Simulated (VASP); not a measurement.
Set up this calculation in VASP 6.6.1, as the native input.

```yaml
Task: density of states
Functional: LDA
Potentials_or_basis: VASP PAW LDA potentials, release 64 (Ti_sv)
Cutoff: 520 eV
k_mesh: 13 × 13 × 7
Occupations: fermi-dirac, width 0.05 eV
Spin: no spin polarisation
Dipole_correction: no
k_mesh_for_the_DOS: 20 × 20 × 11
Occupations_for_the_DOS: tetrahedron
Further_INCAR_settings: ALGO = Normal; EDIFF = 1e-06; NBANDS = 19
```

Crystal: Ti.

```xyz
2
Lattice="2.9357 0.0000 0.0000 -1.4679 2.5424 0.0000 0.0000 0.0000 4.6409" Properties=species:S:1:pos:R:3 pbc="T T T"
Ti    0.0000    1.6949    1.1602
Ti    1.4679    0.8475    3.4806
```

These files were run (other wordings do the same):

POSCAR

```
Ti
1.0
    2.9357319231      0.0000000000      0.0000000000
   -1.4678659615      2.5424184241      0.0000000000
    0.0000000000      0.0000000000      4.6408561500
Ti
2
Direct
    0.3333333333      0.6666666667      0.2500000000
    0.6666666667      0.3333333333      0.7500000000
```

INCAR.step1

```
SYSTEM = Ti
PREC     = Accurate       ! precision mode
ENCUT    = 520            ! plane-wave cutoff, eV
EDIFF    = 1E-6           ! SCF threshold, eV
ISMEAR   = -1             ! smearing method
SIGMA    = 0.05           ! smearing width, eV
LREAL    = .FALSE.        ! projectors in reciprocal space
LASPH    = .TRUE.         ! aspherical terms in the spheres
NELM     = 100            ! most SCF steps
ALGO     = Normal         ! electronic algorithm
ISIF     = 2              ! what is computed and relaxed
LWAVE    = .FALSE.        ! write WAVECAR
LCHARG   = .TRUE.         ! write CHGCAR
LMAXMIX  = 4              ! l up to which the mixer works
GGA      = CA             ! functional
NBANDS   = 19             ! bands
```

KPOINTS.step1

```
regular mesh
0
G
  13 13 7
  0 0 0
```

INCAR.step2

```
SYSTEM = Ti
PREC     = Accurate       ! precision mode
ENCUT    = 520            ! plane-wave cutoff, eV
EDIFF    = 1E-6           ! SCF threshold, eV
ISMEAR   = -5             ! smearing method
SIGMA    = 0.05           ! smearing width, eV
LREAL    = .FALSE.        ! projectors in reciprocal space
LASPH    = .TRUE.         ! aspherical terms in the spheres
NELM     = 100            ! most SCF steps
ALGO     = Normal         ! electronic algorithm
ISIF     = 2              ! what is computed and relaxed
LWAVE    = .FALSE.        ! write WAVECAR
LCHARG   = .FALSE.        ! write CHGCAR
LMAXMIX  = 4              ! l up to which the mixer works
GGA      = CA             ! functional
LORBIT   = 11             ! projections on sites
NBANDS   = 19             ! bands
NEDOS    = 2001           ! points of the DOS
ICHARG   = 11             ! starting density
```

KPOINTS.step2

```
regular mesh
0
G
  20 20 11
  0 0 0
```

Potentials or basis: VASP PAW LDA potentials, release 64 (Ti_sv).

Command:

```sh
$ cat potpaw_LDA.64/Ti_sv/POTCAR > POTCAR
$ cp INCAR.step1 INCAR
$ cp KPOINTS.step1 KPOINTS
$ mpirun -np 1 vasp_std > vasp.out
$ cp INCAR.step2 INCAR
$ cp KPOINTS.step2 KPOINTS
$ mpirun -np 1 vasp_std > vasp.out
```

It gave:

The valence electrons inside the program's atomic spheres are Ti 10.28.

Run time: 47 s on 1 thread of Intel(R) Xeon(R) 6975P-C (Granite Rapids) (shared host), peak memory 0.25 GiB.
